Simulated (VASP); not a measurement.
# P (Im-3m) in VASP: a series of runs

P is run at these levels: PBE; tasks: single point.

Program: VASP 6.6.1. These are calculated values, not measurements. Logs are shortened: lines on timing, memory, paths and dates and some standing lists are left out, and cuts for length are marked.

## Step 1: The cell of the first run

The structure is cubic, space group Im-3m (No. 229). The conventional cell has a = 3.060 Å, b = 3.060 Å, c = 3.060 Å, α = 90.00°, β = 90.00°, γ = 90.00°. P (site symmetry m-3m) has 14 P at 2.65 to 3.06 Å within 3.5 Å.

## Step 2: Single point, PBE

Input file INCAR:

```
ALGO = Normal ; EDIFF = 1E-6
ENCUT = 520 ; GGA = PE
ISIF = 2 ; ISMEAR = 0
LASPH = T ; LCHARG = T
LELF = T ; LREAL = F
LVHAR = T ; LWAVE = F
NBANDS = 8 ; NELM = 100
PREC = Accurate ; SIGMA = 0.05
```

Input file KPOINTS:

```
k-points
0
Gamma
  10 10 10
```

Input file POSCAR:

```
P
1.0
    1.5298248358      1.5298248358      1.5298248358
   -1.5298248358      1.5298248358      1.5298248358
   -1.5298248358     -1.5298248358      1.5298248358
P
1
Direct
    0.0000000000      0.0000000000      0.0000000000
```

Potentials or basis: VASP PAW PBE potentials, release 64 (P).

The run is started by

```console
$ cat potpaw_PBE.64/P/POTCAR > POTCAR
$ mpirun -np 1 vasp_std > vasp.out
```

OUTCAR:

```text
EDIFF = 1E-6
   ENCUT = 520
   GGA = PE
   ISIF = 2
   ISMEAR = 0
   LASPH = T
   LREAL = F
   NELM = 100
   PREC = Accurate

 ion  position               nearest neighbor table
   1  0.000  0.000  0.000-

  LATTYP: Found a body centered cubic cell.
 ALAT       =     3.0596496716

  Lattice vectors:

 A1 = (   1.5298248358,  -1.5298248358,  -1.5298248358)
 A2 = (   1.5298248358,   1.5298248358,   1.5298248358)
 A3 = (  -1.5298248358,  -1.5298248358,   1.5298248358)

Analysis of symmetry for initial positions (statically):
=====================================================================
 Subroutine PRICEL returns:
 Original cell was already a primitive cell.

 Routine SETGRP: Setting up the symmetry group for a
 body centered cubic supercell.

 Subroutine GETGRP returns: Found 48 space group operations
 (whereof 48 operations were pure point group operations)
 out of a pool of 48 trial point group operations.

The static configuration has the point symmetry O_h .

Analysis of symmetry for dynamics (positions and initial velocities):
=====================================================================
 Subroutine PRICEL returns:
 Original cell was already a primitive cell.

 Routine SETGRP: Setting up the symmetry group for a
 body centered cubic supercell.

 Subroutine GETGRP returns: Found 48 space group operations
 (whereof 48 operations were pure point group operations)
 out of a pool of 48 trial point group operations.

The dynamic configuration has the point symmetry O_h .

 Subroutine INISYM returns: Found 48 space group operations
 (whereof 48 operations are pure point group operations),
 and found     1 'primitive' translations

----------------------------------------------------------------------------------------

                                     Primitive cell

  volume of cell :      14.3214

  direct lattice vectors                    reciprocal lattice vectors
     1.529824836  1.529824836  1.529824836     0.326834804  0.000000000  0.326834804
    -1.529824836  1.529824836  1.529824836    -0.326834804  0.326834804  0.000000000
    -1.529824836 -1.529824836  1.529824836     0.000000000 -0.326834804  0.326834804

  length of vectors
     2.649734342  2.649734342  2.649734342     0.462214212  0.462214212  0.462214212

  position of ions in fractional coordinates (direct lattice)
     0.000000000  0.000000000  0.000000000

  ion indices of the primitive-cell ions
   primitive index   ion index
                 1           1

----------------------------------------------------------------------------------------

 KPOINTS: k-points

Automatic generation of k-mesh.
 Grid dimensions read from file:
 generate k-points for:   10   10   10

 Generating k-lattice:

  Cartesian coordinates                     Fractional coordinates (reciprocal lattice)
     0.032683480  0.000000000  0.032683480     0.100000000  0.000000000  0.000000000
    -0.032683480  0.032683480  0.000000000     0.000000000  0.100000000  0.000000000
     0.000000000 -0.032683480  0.032683480     0.000000000  0.000000000  0.100000000

  Length of vectors
     0.046221421  0.046221421  0.046221421

  Shift w.r.t. Gamma in fractional coordinates (k-lattice)
     0.000000000  0.000000000  0.000000000

 Subroutine IBZKPT returns following result:
 ===========================================

 Found     47 irreducible k-points:

 Following reciprocal coordinates:
            Coordinates               Weight
  0.000000  0.000000  0.000000      1.000000
  0.100000  0.000000  0.000000     12.000000
  0.200000  0.000000  0.000000     12.000000
  0.300000  0.000000  0.000000     12.000000
  0.400000  0.000000  0.000000     12.000000
  0.500000  0.000000  0.000000      6.000000
[... 16 lines left out ...]
  0.100000  0.300000  0.100000      8.000000
  0.500000  0.300000  0.100000     24.000000
 [... further k-points ...]
   k-points           NKPTS =     47   k-points in BZ     NKDIM =     47   number of bands    NBANDS=      8
   number of dos      NEDOS =    301   number of ions     NIONS =      1
   total plane-waves  NPLWV =   8000
   dimension x,y,z NGX =    20 NGY =   20 NGZ =   20
   dimension x,y,z NGXF=    40 NGYF=   40 NGZF=   40
   ions per type =               1
   NGX,Y,Z   is equivalent  to a cutoff of  12.55, 12.55, 12.55 a.u.
   NGXF,Y,Z  is equivalent  to a cutoff of  25.10, 25.10, 25.10 a.u.
 SYSTEM =  unknown system
   PREC   = accura    normal or accurate (medium, high low for compatibility)
   ISTART =      0    job   : 0-new  1-cont  2-samecut
   ICHARG =      2    charge: 1-file 2-atom 10-const
   ISPIN  =      1    spin polarized calculation?
   LNONCOLLINEAR =      F non collinear calculations
   LSORBIT =      F    spin-orbit coupling
   LASPH  =      T    aspherical Exc in radial PAW
   ENCUT  =  520.0 eV  38.22 Ry    6.18 a.u.   4.93  4.93  4.93*2*pi/ulx,y,z
   NELM   =    100;   NELMIN=  2; NELMDL= -5     # of ELM steps
   EDIFF  = 0.1E-05   stopping-criterion for ELM
   LREAL  =      F    real-space projection
   EDIFFG = 0.1E-04   stopping-criterion for IOM
   NSW    =      0    number of steps for IOM
   IBRION =     -1    ionic relax: 0-MD 1-quasi-New 2-CG
   NFREE  =      0    steps in history (QN), initial steepest desc. (CG)
   ISIF   =      2    stress and relaxation
   ISYM   =      2    0-nonsym 1-usesym 2-fastsym
   POTIM  = 0.5000    time-step for ionic-motion
   TEBEG  =    0.0;   TEEND  =   0.0 temperature during run
   PSTRESS=    0.0 pullay stress
   NELECT =       5.0000    total number of electrons
   NUPDOWN=      -1.0000    fix difference up-down
   EMIN   =  10.00;   EMAX   =-10.00  energy-range for DOS
   EFERMI =   0.00;   METHOD = LEGACY
   ISMEAR =     0;   SIGMA  =   0.05  broadening in eV -4-tet -1-fermi 0-gaus
   EFERMI_NEDOS =   21; number of points for ismear=-14 and -15
   IALGO  =     38    algorithm
   IMIX   =      4    mixing-type and parameters
     AMIX     =   0.40;   BMIX     =  1.00
     AMIX_MAG =   1.60;   BMIX_MAG =  1.00
  volume/ion in A,a.u.               =      14.32        96.65
  Fermi-wavevector in a.u.,A,eV,Ry     =   1.152754  2.178388 18.079975  1.328841
  Thomas-Fermi vector in A             =   2.289402
   LORBIT       =      0    0 simple, 1 ext, 2 COOP (PROOUT), +10 PAW based schemes
   GGA     = PE    functional components
   LHFCALC =     F    Hartree Fock is set to
   AEXX    =    0.0000 exact exchange contribution
   IVDW    =     0    specifies the selected vdW correction
   LEPSILON=     F    determine dielectric tensor
   LRPA    =     F    only Hartree local field effects (RPA)
 non-spin polarized calculation
 Gauss-broadening in eV      SIGMA  =   0.05
  energy-cutoff  :      520.00
  volume of cell :       14.32
 maximum number of plane-waves:       402
   NGX =  9   NGY =  9   NGZ =  9

 number of electron       5.0000002 magnetization

 Free energy of the ion-electron system (eV)
  ---------------------------------------------------
  ext. energy  EPLUGINS =         0.00000000
  ---------------------------------------------------
  free energy    TOTEN  =        -4.64437026 eV

  energy without entropy =       -4.64240667  energy(sigma->0) =       -4.64338847

 E-fermi :   9.8556     XC(G=0): -11.5431

 val. band max:        9.8408521664   @ k =   0.3000   0.2000   0.1000
 cond. band min:       9.8929364481   @ k =   0.1000   0.5000   0.1000
 fundamental gap:      0.0520842817
 Fermi energy:         9.8555793496

 k-point     1 :       0.0000    0.0000    0.0000
  band No.  band energies     occupation
      1      -6.4714      2.00000
      2      17.0181      0.00000
      3      17.0181      0.00000
      4      17.0181      0.00000
      5      21.8832      0.00000
      6      21.8832      0.00000
      7      21.8832      0.00000
      8      25.8291      0.00000

 k-point     2 :       0.1000    0.0000    0.0000
  band No.  band energies     occupation
      1      -6.1719      2.00000
      2      15.2293      0.00000
      3      16.0667      0.00000
      4      16.8311      0.00000
      5      21.0985      0.00000
      6      21.9508      0.00000
      7      23.3596      0.00000
      8      24.6725      0.00000

 k-point     3 :       0.2000    0.0000    0.0000
  band No.  band energies     occupation
      1      -5.2778      2.00000
      2      11.6652      0.00000
      3      14.5580      0.00000
      4      16.3414      0.00000
      5      19.6418      0.00000
      6      20.6384      0.00000
      7      25.2142      0.00000
      8      25.6019      0.00000

 k-point     4 :       0.3000    0.0000    0.0000
  band No.  band energies     occupation
      1      -3.8062      2.00000
      2       7.8577      2.00000
      3      13.3431      0.00000
      4      15.7575      0.00000
      5      18.3697      0.00000
      6      19.2644      0.00000
      7      26.4066      0.00000
      8      26.6640      0.00000

 k-point     5 :       0.4000    0.0000    0.0000
  band No.  band energies     occupation
      1      -1.8161      2.00000
      2       4.3619      2.00000
      3      12.5881      0.00000
      4      15.3114      0.00000
      5      17.5539      0.00000
      6      18.4026      0.00000
      7      27.9049      0.00000
      8      28.3126      0.00000

 k-point     6 :       0.5000    0.0000    0.0000
  band No.  band energies     occupation
      1      -0.0585      2.00000
      2       2.0894      2.00000
      3      12.3335      0.00000
      4      15.1477      0.00000
      5      17.2756      0.00000
      6      18.1121      0.00000
      7      29.2596      0.00000
      8      29.2947      0.00000

 k-point     7 :       0.2000    0.1000    0.0000
  band No.  band energies     occupation
      1      -5.5751      2.00000
      2      13.0997      0.00000
      3      14.5044      0.00000
      4      15.9662      0.00000
      5      20.6309      0.00000
      6      21.7780      0.00000
      7      23.9805      0.00000
      8      24.8285      0.00000

 k-point     8 :       0.3000    0.1000    0.0000
  band No.  band energies     occupation
      1      -4.3912      2.00000
      2       9.8191      1.69752
      3      12.6218      0.00000
      4      15.0895      0.00000
      5      19.7499      0.00000
      6      21.1541      0.00000
      7      24.4963      0.00000
      8      26.9769      0.00000

 k-point     9 :       0.4000    0.1000   -0.0000
  band No.  band energies     occupation
      1      -2.6507      2.00000
      2       6.2235      2.00000
      3      11.4848      0.00000
      4      14.3534      0.00000
      5      18.8958      0.00000
      6      20.5741      0.00000
      7      25.5181      0.00000
      8      28.8767      0.00000

 k-point    10 :       0.5000    0.1000   -0.0000
  band No.  band energies     occupation
      1      -0.5182      2.00000
      2       3.0931      2.00000
      3      10.9292      0.00000
      4      13.9412      0.00000
      5      18.4077      0.00000
      6      20.2487      0.00000
      7      27.1816      0.00000
      8      28.9606      0.00000
[... 78 lines left out ...]
 k-point    18 :       0.4000    0.1000    0.1000
  band No.  band energies     occupation
      1      -1.5265      2.00000
      2       4.6294      2.00000
      3      11.5558      0.00000
      4      14.0181      0.00000
      5      19.1473      0.00000
      6      19.3621      0.00000
      7      24.2577      0.00000
      8      28.1460      0.00000

 k-point    19 :       0.5000    0.1000    0.1000
  band No.  band energies     occupation
      1       0.2245      2.00000
      2       2.3704      2.00000
      3      11.2951      0.00000
      4      13.8310      0.00000
      5      18.8763      0.00000
      6      19.2668      0.00000
      7      26.0272      0.00000
      8      26.0999      0.00000

 k-point    20 :       0.3000    0.2000    0.1000
  band No.  band energies     occupation
      1      -3.8015      2.00000
      2       9.8409      1.32299
      3      11.1217      0.00000
      4      14.5204      0.00000
      5      19.2004      0.00000
      6      20.6641      0.00000
      7      24.8221      0.00000
      8      26.2620      0.00000

 k-point    21 :       0.4000    0.2000    0.1000
  band No.  band energies     occupation
      1      -2.0699      2.00000
      2       6.6873      2.00000
      3       9.6589      2.00000
      4      14.3102      0.00000
      5      19.0130      0.00000
      6      20.2020      0.00000
      7      24.7112      0.00000
      8      27.2302      0.00000

 k-point    22 :       0.5000    0.2000    0.1000
  band No.  band energies     occupation
      1       0.0462      2.00000
      2       3.6372      2.00000
      3       9.0630      2.00000
      4      14.0923      0.00000
      5      18.7526      0.00000
      6      20.9274      0.00000
      7      24.0276      0.00000
      8      26.2484      0.00000

 k-point    23 :       0.1000    0.3000    0.1000
  band No.  band energies     occupation
      1      -4.6862      2.00000
      2      10.9353      0.00000
      3      13.3013      0.00000
      4      13.3013      0.00000
      5      21.7666      0.00000
      6      21.7666      0.00000
      7      25.7988      0.00000
      8      25.7988      0.00000

 k-point    24 :       0.5000    0.3000    0.1000
  band No.  band energies     occupation
      1      -0.1448      2.00000
      2       5.3996      2.00000
      3       6.8286      2.00000
      4      14.5671      0.00000
      5      19.5634      0.00000
      6      19.6496      0.00000
      7      23.9435      0.00000
      8      28.2312      0.00000

 [... further k-points ...]
[... 5 lines left out ...]
  --------------------------------------------------------------------------------------
  -------------------------------------------------------------------------------------
  Total       -0.0180760     -0.0180760     -0.0180760      0.0000000      0.0000000      0.0000000
  in kB       -2.0222176     -2.0222176     -2.0222176      0.0000000      0.0000000      0.0000000
  external PRESSURE =      -2.0222176 kB  Pullay stress =       0.0000000 kB

 VOLUME and BASIS-vectors are now :
 -----------------------------------------------------------------------------
  energy-cutoff  :      520.00
  volume of cell :       14.32
      direct lattice vectors                 reciprocal lattice vectors
     1.529824836  1.529824836  1.529824836     0.326834804  0.000000000  0.326834804
    -1.529824836  1.529824836  1.529824836    -0.326834804  0.326834804  0.000000000
    -1.529824836 -1.529824836  1.529824836     0.000000000 -0.326834804  0.326834804

 POSITION                                       TOTAL-FORCE (eV/Angst)
 -----------------------------------------------------------------------------------
      0.00000      0.00000      0.00000         0.000000      0.000000      0.000000
 -----------------------------------------------------------------------------------
    total drift:                               -0.000000      0.000000     -0.000000

  FREE ENERGIE OF THE ION-ELECTRON SYSTEM (eV)
  ---------------------------------------------------
  free  energy   TOTEN  =        -4.6443702647 eV

  energy  without entropy=       -4.6424066685  energy(sigma->0) =       -4.64338847
```

It took 2.1 s on 1 thread of AMD EPYC 9R45 (Zen 5), shared host; peak memory 0.09 GiB.

Results:

```yaml
Free_energy: -4.6444 eV
Pressure: -0.2 GPa
```

## Step 3: Single point, PBE

Input file INCAR:

```
SYSTEM = P
ALGO = Normal
EDIFF = 1E-6
ENCUT = 520
GGA = PE
ISIF = 2
ISMEAR = 0
LASPH = .TRUE.
LCHARG = .FALSE.
LREAL = .FALSE.
LWAVE = .FALSE.
NBANDS = 8
NELM = 80
PREC = Accurate
SIGMA = 0.05
```

Input file KPOINTS:

```
k-points
0
G
  10 10 10
  0 0 0
```

POSCAR is that of step 2.

Potentials or basis: VASP PAW PBE potentials, release 64 (P).

The run is started by

```console
$ cat potpaw_PBE.64/P/POTCAR > POTCAR
$ mpirun -np 1 vasp_std > vasp.out
```

Wall time 1.9 s (1 thread of AMD EPYC 9R45 (Zen 5), shared host); peak memory 0.09 GiB.

It converged, with:

| Item | Value |
| --- | --- |
| Free energy | -4.6444 eV |
| Pressure | -0.2 GPa |

Levels at points of the mesh, in eV from the Fermi level:
```tsv
k point	band 1	band 2	band 3	band 4	band 5	band 6	band 7	band 8
(0.00, 0.00, 0.00)	-16.33	7.16	7.16	7.16	12.03	12.03	12.03	15.97
(0.50, 0.00, 0.00)	-9.91	-7.77	2.48	5.29	7.42	8.26	19.40	19.44
(0.50, 0.50, 0.50)	-4.19	-2.54	-2.54	-2.54	2.49	2.49	23.55	23.55
```
